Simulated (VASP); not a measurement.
# Sn (Fd-3m) in VASP: further runs

Sn is run at these levels: PBEsol; tasks: vibrations by perturbation theory.

Everything below comes from runs of VASP 6.6.1. Logs are shortened: lines on timing, memory, paths and dates and some standing lists are left out, and cuts for length are marked.

## 1. The cell of the first run

It takes space group Fd-3m (No. 227, cubic). The conventional cell has a = 6.509 Å, b = 6.509 Å, c = 6.509 Å, α = 90.00°, β = 90.00°, γ = 90.00°. Sn (site symmetry -43m) has 4 Sn at 2.82 Å within 3.7 Å.

This isn't the form of Sn at room conditions, which is tetragonal (white tin).

## 2. Vibrations by perturbation theory, PBEsol (34.48 Å³/atom)

The input, INCAR:

```
PREC = Accurate
ENCUT = 520
EDIFF = 1E-8
ISMEAR = -1
SIGMA = 0.1
LREAL = False
LASPH = True
NELM = 80
ALGO = Normal
ISIF = 2
LWAVE = False
LCHARG = False
GGA = PS
IBRION = 8
NSW = 1
```

The input, KPOINTS:

```
regular mesh
0
Gamma
  10 10 10
```

The input, POSCAR:

```
Sn
1.0
    0.0000000000      3.2546735299      3.2546735299
    3.2546735299      0.0000000000      3.2546735299
    3.2546735299      3.2546735299      0.0000000000
Sn
2
Direct
    0.5000000000      0.5000000000      0.5000000000
    0.7500000000      0.7500000000      0.7500000000
```

Potentials or basis: VASP PAW PBE potentials, release 64 (Sn_d).

Launch:

```sh
> cat potpaw_PBE.64/Sn_d/POTCAR > POTCAR
> mpirun -np 1 vasp_std > vasp.out
```

OUTCAR:

```text
PREC = Accurate
   ENCUT = 520
   EDIFF = 1E-8
   ISMEAR = -1
   LREAL = False
   LASPH = True
   NELM = 80
   ISIF = 2
   GGA = PS
   IBRION = 8
   NSW = 1

 ion  position               nearest neighbor table
   1  0.500  0.500  0.500-   2 2.82   2 2.82   2 2.82   2 2.82
   2  0.750  0.750  0.750-   1 2.82   1 2.82   1 2.82   1 2.82

  LATTYP: Found a face centered cubic cell.
 ALAT       =     6.5093470598

  Lattice vectors:

 A1 = (   0.0000000000,   3.2546735299,   3.2546735299)
 A2 = (   3.2546735299,   0.0000000000,   3.2546735299)
 A3 = (   3.2546735299,   3.2546735299,   0.0000000000)

Analysis of symmetry for initial positions (statically):
=====================================================================
 Subroutine PRICEL returns:
 Original cell was already a primitive cell.

 Routine SETGRP: Setting up the symmetry group for a
 face centered cubic supercell.

 Subroutine GETGRP returns: Found 48 space group operations
 (whereof 24 operations were pure point group operations)
 out of a pool of 48 trial point group operations.

The static configuration has the point symmetry T_d .
 The point group associated with its full space group is O_h .

Analysis of symmetry for dynamics (positions and initial velocities):
=====================================================================
 Subroutine PRICEL returns:
 Original cell was already a primitive cell.

 Routine SETGRP: Setting up the symmetry group for a
 face centered cubic supercell.

 Subroutine GETGRP returns: Found 48 space group operations
 (whereof 24 operations were pure point group operations)
 out of a pool of 48 trial point group operations.

The dynamic configuration has the point symmetry T_d .
 The point group associated with its full space group is O_h .

 Subroutine INISYM returns: Found 48 space group operations
 (whereof 24 operations are pure point group operations),
 and found     1 'primitive' translations

----------------------------------------------------------------------------------------

                                     Primitive cell

  volume of cell :      68.9529

  direct lattice vectors                    reciprocal lattice vectors
     0.000000000  3.254673530  3.254673530    -0.153625239  0.153625239  0.153625239
     3.254673530  0.000000000  3.254673530     0.153625239 -0.153625239  0.153625239
     3.254673530  3.254673530  0.000000000     0.153625239  0.153625239 -0.153625239

  length of vectors
     4.602803447  4.602803447  4.602803447     0.266086720  0.266086720  0.266086720

  position of ions in fractional coordinates (direct lattice)
     0.500000000  0.500000000  0.500000000
     0.750000000  0.750000000  0.750000000

  ion indices of the primitive-cell ions
   primitive index   ion index
                 1           1
                 2           2

----------------------------------------------------------------------------------------

 KPOINTS: regular mesh

Automatic generation of k-mesh.
 Grid dimensions read from file:
 generate k-points for:   10   10   10

 Generating k-lattice:

  Cartesian coordinates                     Fractional coordinates (reciprocal lattice)
    -0.015362524  0.015362524  0.015362524     0.100000000  0.000000000  0.000000000
     0.015362524 -0.015362524  0.015362524     0.000000000  0.100000000  0.000000000
     0.015362524  0.015362524 -0.015362524     0.000000000  0.000000000  0.100000000

  Length of vectors
     0.026608672  0.026608672  0.026608672

  Shift w.r.t. Gamma in fractional coordinates (k-lattice)
[... 73 lines left out ...]
  volume/ion in A,a.u.               =      34.48       232.66
  Fermi-wavevector in a.u.,A,eV,Ry     =   1.212300  2.290915 19.996089  1.469671
  Thomas-Fermi vector in A             =   2.347788
   LORBIT       =      0    0 simple, 1 ext, 2 COOP (PROOUT), +10 PAW based schemes
   GGA     = PS    functional components
   LHFCALC =     F    Hartree Fock is set to
   AEXX    =    0.0000 exact exchange contribution
   IVDW    =     0    specifies the selected vdW correction
   LEPSILON=     F    determine dielectric tensor
   LRPA    =     F    only Hartree local field effects (RPA)
 non-spin polarized calculation
  energy-cutoff  :      520.00
  volume of cell :       68.95
 maximum number of plane-waves:      1875
 NGX is ok and might be reduce to    36
   NGX = 17   NGY = 17   NGZ = 17

--------------------------------------- Ionic step        1  -------------------------------------------

 number of electron      27.9999995 magnetization

 Free energy of the ion-electron system (eV)
  ---------------------------------------------------
  ext. energy  EPLUGINS =         0.00000000
  ---------------------------------------------------
  free energy    TOTEN  =        -8.46510596 eV

  energy without entropy =       -8.45836521  energy(sigma->0) =       -8.46173559

 E-fermi :   5.3900     XC(G=0):  -9.0267

 val. band max:        5.3750602552   @ k =   0.4000   0.0000   0.0000
 cond. band min:       5.4777369668   @ k =   0.0000   0.0000   0.0000
 fundamental gap:      0.1026767116
 Fermi energy:         5.3899672070

 k-point     1 :       0.0000    0.0000    0.0000
  band No.  band energies     occupation
      1     -16.1896      2.00000
      2     -16.1896      2.00000
      3     -16.1896      2.00000
      4     -16.1303      2.00000
      5     -16.1303      2.00000
      6     -15.8261      2.00000
[... 481 lines left out ...]
      5     -16.0107      2.00000
      6     -15.9832      2.00000
[... 10 lines left out ...]
     17      10.7855      0.00000
     18      11.2831      0.00000

 [... further k-points ...]
[... 5 lines left out ...]
  --------------------------------------------------------------------------------------
  -------------------------------------------------------------------------------------
  Total        0.2467305      0.2467305      0.2467305      0.0000000      0.0000000     -0.0000000
  in kB        5.7329894      5.7329894      5.7329894      0.0000000      0.0000000     -0.0000000
  external PRESSURE =       5.7329894 kB  Pullay stress =       0.0000000 kB

 VOLUME and BASIS-vectors are now :
 -----------------------------------------------------------------------------
  energy-cutoff  :      520.00
  volume of cell :       68.95
      direct lattice vectors                 reciprocal lattice vectors
     0.000000000  3.254673530  3.254673530    -0.153625239  0.153625239  0.153625239
     3.254673530  0.000000000  3.254673530     0.153625239 -0.153625239  0.153625239
     3.254673530  3.254673530  0.000000000     0.153625239  0.153625239 -0.153625239

 POSITION                                       TOTAL-FORCE (eV/Angst)
 -----------------------------------------------------------------------------------
      3.25467      3.25467      3.25467         0.000000      0.000000      0.000000
      4.88201      4.88201      4.88201        -0.000000     -0.000000     -0.000000
 -----------------------------------------------------------------------------------
    total drift:                                0.000000      0.000000      0.000000

  FREE ENERGIE OF THE ION-ELECTRON SYSTEM (eV)
  ---------------------------------------------------
  free  energy   TOTEN  =        -8.4651059584 eV

  energy  without entropy=       -8.4583652129  energy(sigma->0) =       -8.46173559

[... ionic steps 2 to 3 ...]

--------------------------------------- Ionic step        4  -------------------------------------------

 Free energy of the ion-electron system (eV)
  ---------------------------------------------------
  ---------------------------------------------------
  free energy    TOTEN  =        -0.22084474 eV

  energy without entropy =       -0.22084474

------------------------ aborting loop because EDIFF is reached ----------------------------------------

 INTERNAL STRAIN TENSOR  FOR ION    1  DIRECTION 1   (eV/Angst):
 -----------------------------------------------------------------------------
    -0.01029  0.00000  0.00000
     0.00000  0.00636  8.46770
     0.00000  8.46770  0.00636

 INTERNAL STRAIN TENSOR FOR ION    2 for displacements in x,y,z  (eV/Angst):
          X           Y           Z          XY          YZ          ZX
  --------------------------------------------------------------------------------
  x    -0.00000     0.00000     0.00000     0.00000    -8.46770     0.00000
  y     0.00000     0.00000     0.00000     0.00000     0.00000    -8.46770
  z     0.00000     0.00000    -0.00000    -8.46770     0.00000     0.00000

 SECOND DERIVATIVES (NOT SYMMETRIZED)
 ------------------------------------
               1X          1Y          1Z          2X          2Y          2Z
  1X    -7.356336    0.000000    0.000000    7.356336    0.000000    0.000000
  1Y     0.000000   -7.356336    0.000000    0.000000    7.356336    0.000000
  1Z     0.000000    0.000000   -7.356336    0.000000    0.000000    7.356336
  2X     7.356336    0.000000    0.000000   -7.356336    0.000000    0.000000
  2Y     0.000000    7.356336    0.000000    0.000000   -7.356336    0.000000
  2Z     0.000000    0.000000    7.356336    0.000000    0.000000   -7.356336

 Eigenvectors and eigenvalues of the dynamical matrix
 ----------------------------------------------------

   1 f  =    5.503676 THz    34.580615 2PiTHz  183.582864 cm-1    22.761364 meV
             X         Y         Z           dx          dy          dz
      3.254674  3.254674  3.254674     0.707107    0.000000    0.000000
      4.882010  4.882010  4.882010    -0.707107    0.000000    0.000000
[... 11 lines left out ...]
   4 f  =    0.000000 THz     0.000000 2PiTHz    0.000000 cm-1     0.000000 meV
             X         Y         Z           dx          dy          dz
      3.254674  3.254674  3.254674     0.707107    0.000000    0.000000
      4.882010  4.882010  4.882010     0.707107    0.000000    0.000000

   5 f/i=    0.000000 THz     0.000000 2PiTHz    0.000001 cm-1     0.000000 meV
             X         Y         Z           dx          dy          dz
      3.254674  3.254674  3.254674     0.000000   -0.653281    0.270598
      4.882010  4.882010  4.882010     0.000000   -0.653281    0.270598

   6 f/i=    0.000000 THz     0.000000 2PiTHz    0.000003 cm-1     0.000000 meV
             X         Y         Z           dx          dy          dz
      3.254674  3.254674  3.254674     0.000000    0.270598    0.653281
      4.882010  4.882010  4.882010     0.000000    0.270598    0.653281

--------------------------------------------------------------------------------------------------------

 ELASTIC MODULI CONTR FROM IONIC RELAXATION (kBar)
 Direction    XX          YY          ZZ          XY          YZ          ZX
 --------------------------------------------------------------------------------
 XX          -0.0000     -0.0000      0.0000      0.0000     -0.0000      0.0000
 YY          -0.0000     -0.0000     -0.0000      0.0000      0.0000      0.0000
 ZZ           0.0000     -0.0000     -0.0000     -0.0000      0.0000      0.0000
 XY           0.0000      0.0000     -0.0000   -226.4788      0.0000     -0.0000
 YZ          -0.0000      0.0000      0.0000      0.0000   -226.4788      0.0000
 ZX           0.0000      0.0000      0.0000     -0.0000      0.0000   -226.4788
 --------------------------------------------------------------------------------
```

Run time: 5.2 min. Hardware: 1 thread of AMD EPYC 9R45 (Zen 5), shared host; peak memory 0.5 GiB.

Results:

```yaml
Highest_phonon_frequency_at_Γ: 184 cm⁻¹
```

Phonon frequencies in cm⁻¹ (negative: imaginary):
| q point | frequencies |
| --- | --- |
| (0.000, 0.000, 0.000) | 0 0 0 184 184 184 |

Caveat: the PAW data sets were made with another functional, which shifts forces and pressure a little; spin-orbit coupling is left out, which moves the levels of the heavy elements.

## 3. Vibrations by perturbation theory, PBEsol

This run uses another cell than the first one, of 35.00 Å³/atom.

The input, INCAR:

```
SYSTEM = Sn
  PREC = Accurate
  ENCUT = 520
  EDIFF = 1E-8
  ISMEAR = -1
  SIGMA = 0.1
  LREAL = .False.
  LASPH = .True.
  NELM = 60
  ALGO = Normal
  ISIF = 2
  LWAVE = .False.
  LCHARG = .False.
  GGA = PS
  IBRION = 8
  NSW = 1
```

The input, KPOINTS:

```
regular mesh
0
Gamma
  10 10 10
  0 0 0
```

The input, POSCAR:

```
Sn
1.0
    0.0000000000      3.2711115538      3.2711115538
    3.2711115538      0.0000000000      3.2711115538
    3.2711115538      3.2711115538      0.0000000000
Sn
2
Direct
    0.5000000000      0.5000000000      0.5000000000
    0.7500000000      0.7500000000      0.7500000000
```

Potentials or basis: VASP PAW PBE potentials, release 64 (Sn_d).

Launch:

```sh
> cat potpaw_PBE.64/Sn_d/POTCAR > POTCAR
> mpirun -np 1 vasp_std > vasp.out
```

OUTCAR:

```text
SYSTEM = Sn
   PREC = Accurate
   ENCUT = 520
   EDIFF = 1E-8
   ISMEAR = -1
   LREAL = .False.
   LASPH = .True.
   NELM = 60
   ISIF = 2
   GGA = PS
   IBRION = 8
   NSW = 1

 ion  position               nearest neighbor table
   1  0.500  0.500  0.500-   2 2.83   2 2.83   2 2.83   2 2.83
   2  0.750  0.750  0.750-   1 2.83   1 2.83   1 2.83   1 2.83

  LATTYP: Found a face centered cubic cell.
 ALAT       =     6.5422231076

  Lattice vectors:

 A1 = (   0.0000000000,   3.2711115538,   3.2711115538)
 A2 = (   3.2711115538,   0.0000000000,   3.2711115538)
 A3 = (   3.2711115538,   3.2711115538,   0.0000000000)

Analysis of symmetry for initial positions (statically):
=====================================================================
 Subroutine PRICEL returns:
 Original cell was already a primitive cell.

 Routine SETGRP: Setting up the symmetry group for a
 face centered cubic supercell.

 Subroutine GETGRP returns: Found 48 space group operations
 (whereof 24 operations were pure point group operations)
 out of a pool of 48 trial point group operations.

The static configuration has the point symmetry T_d .
 The point group associated with its full space group is O_h .

Analysis of symmetry for dynamics (positions and initial velocities):
=====================================================================
 Subroutine PRICEL returns:
 Original cell was already a primitive cell.

 Routine SETGRP: Setting up the symmetry group for a
[... 694 lines left out ...]
    total drift:                                0.000000      0.000000      0.000000

  FREE ENERGIE OF THE ION-ELECTRON SYSTEM (eV)
  ---------------------------------------------------
  free  energy   TOTEN  =        -8.4670704424 eV

  energy  without entropy=       -8.4599929894  energy(sigma->0) =       -8.46353172

[... ionic steps 2 to 3 ...]

--------------------------------------- Ionic step        4  -------------------------------------------

 Free energy of the ion-electron system (eV)
  ---------------------------------------------------
  ---------------------------------------------------
  free energy    TOTEN  =        -0.22090926 eV

  energy without entropy =       -0.22090926

------------------------ aborting loop because EDIFF is reached ----------------------------------------

 INTERNAL STRAIN TENSOR  FOR ION    1  DIRECTION 1   (eV/Angst):
 -----------------------------------------------------------------------------
    -0.00945  0.00000  0.00000
     0.00000  0.00597  7.96269
     0.00000  7.96269  0.00597

 INTERNAL STRAIN TENSOR FOR ION    2 for displacements in x,y,z  (eV/Angst):
          X           Y           Z          XY          YZ          ZX
  --------------------------------------------------------------------------------
  x     0.00000     0.00000     0.00000     0.00000    -7.96269     0.00000
  y     0.00000     0.00000     0.00000     0.00000     0.00000    -7.96269
  z     0.00000     0.00000     0.00000    -7.96269     0.00000     0.00000

 SECOND DERIVATIVES (NOT SYMMETRIZED)
 ------------------------------------
               1X          1Y          1Z          2X          2Y          2Z
  1X    -7.042220    0.000000    0.000000    7.042220    0.000000    0.000000
  1Y     0.000000   -7.042220    0.000000    0.000000    7.042220    0.000000
  1Z     0.000000    0.000000   -7.042220    0.000000    0.000000    7.042220
  2X     7.042220    0.000000    0.000000   -7.042220    0.000000    0.000000
  2Y     0.000000    7.042220    0.000000    0.000000   -7.042220    0.000000
  2Z     0.000000    0.000000    7.042220    0.000000    0.000000   -7.042220

 Eigenvectors and eigenvalues of the dynamical matrix
 ----------------------------------------------------

   1 f  =    5.384891 THz    33.834265 2PiTHz  179.620613 cm-1    22.270108 meV
             X         Y         Z           dx          dy          dz
      3.271112  3.271112  3.271112     0.707107    0.000000    0.000000
      4.906667  4.906667  4.906667    -0.707107    0.000000    0.000000
[... 11 lines left out ...]
   4 f  =    0.000000 THz     0.000000 2PiTHz    0.000000 cm-1     0.000000 meV
             X         Y         Z           dx          dy          dz
      3.271112  3.271112  3.271112     0.707107    0.000000    0.000000
      4.906667  4.906667  4.906667     0.707107    0.000000    0.000000

   5 f/i=    0.000000 THz     0.000000 2PiTHz    0.000001 cm-1     0.000000 meV
             X         Y         Z           dx          dy          dz
      3.271112  3.271112  3.271112     0.000000   -0.653281    0.270598
      4.906667  4.906667  4.906667     0.000000   -0.653281    0.270598

   6 f/i=    0.000000 THz     0.000000 2PiTHz    0.000003 cm-1     0.000000 meV
             X         Y         Z           dx          dy          dz
      3.271112  3.271112  3.271112     0.000000    0.270598    0.653281
      4.906667  4.906667  4.906667     0.000000    0.270598    0.653281

--------------------------------------------------------------------------------------------------------

 ELASTIC MODULI CONTR FROM IONIC RELAXATION (kBar)
 Direction    XX          YY          ZZ          XY          YZ          ZX
 --------------------------------------------------------------------------------
 XX           0.0000      0.0000      0.0000      0.0000      0.0000      0.0000
 YY           0.0000      0.0000      0.0000      0.0000      0.0000      0.0000
 ZZ           0.0000      0.0000      0.0000      0.0000      0.0000      0.0000
 XY           0.0000      0.0000      0.0000   -206.0653      0.0000     -0.0000
 YZ           0.0000      0.0000      0.0000      0.0000   -206.0653      0.0000
 ZX           0.0000      0.0000      0.0000     -0.0000      0.0000   -206.0653
 --------------------------------------------------------------------------------
```

OSZICAR:

```text
N       E                     dE             d eps       ncg     rms          rms(c)
DAV:   1     0.209653651080E+03    0.20965E+03   -0.15482E+04  1692   0.225E+03
DAV:   2     0.112975111884E+02   -0.19836E+03   -0.19624E+03  1692   0.446E+02
DAV:   3    -0.795829999814E+01   -0.19256E+02   -0.19144E+02  1916   0.146E+02
DAV:   4    -0.854505757148E+01   -0.58676E+00   -0.58439E+00  1864   0.282E+01
[... 31 lines left out ...]
RMM:  13    -0.220909299757E+00    0.21645E-07    0.46218E-08 11892   0.276E-05    0.299E-06
RMM:  14    -0.220909287006E+00    0.12751E-07    0.21329E-08 11888   0.147E-05    0.158E-06
RMM:  15    -0.220909267321E+00    0.19685E-07    0.13109E-08 10924   0.874E-06    0.344E-07
RMM:  16    -0.220909264545E+00    0.27755E-08    0.83359E-09  7080   0.481E-06    0.277E-07
 Linear response finished
```

It took 5.4 min on 1 thread of AMD EPYC 9R45 (Zen 5), shared host; peak memory 0.51 GiB.

Results:

| Item | Value |
| --- | --- |
| Highest phonon frequency at Γ | 180 cm⁻¹ |

Phonon frequencies in cm⁻¹ (negative: imaginary):
| q point | frequencies |
| --- | --- |
| (0.000, 0.000, 0.000) | 0 0 0 180 180 180 |

Caveat: the PAW data sets were made with another functional, which shifts forces and pressure a little; spin-orbit coupling is left out, which moves the levels of the heavy elements.

(Part 1 of 2 ends here.)
